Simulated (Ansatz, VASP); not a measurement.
Two plane-wave programs on Cu

```xyz
1
Lattice="0.0000 1.9081 1.6219 1.9081 0.0000 1.6219 1.9081 1.9081 0.0000" Properties=species:S:1:pos:R:3 pbc="T T T"
Cu    0.0000    0.0000    0.0000
```

Alike in both runs: task single point; functional PBEsol; k mesh 24 × 24 × 24; occupations gaussian, width 0.15 eV; no spin polarisation.

|  | VASP | Ansatz |
| --- | --- | --- |
| version | VASP 6.6.1 | Ansatz 0.2.0 |
| potentials or method | VASP PAW PBE potentials, release 64 (Cu), cutoff 520 eV | scalar-relativistic, plane waves, PAW |
| valence electrons in the cell | 11 | 19 |

```csv
,VASP,Ansatz,Ansatz less VASP
gap on the k mesh at the Fermi level (eV),none,none,-
pressure (GPa),-5.2,-6.0,-0.81
"traceless stress, the component that is largest in VASP (GPa)",2.25,2.29,+0.034
```

VASP's potentials were made for PBE, not for PBEsol. A gap of «none» marks a metal or a gap that the smearing closes. With one functional, cell and mesh, what is left measures potentials, basis and numerics. VASP's potentials hold 11 valence electrons a cell and Ansatz's 19, so a difference there can come from the potentials and not from the codes.
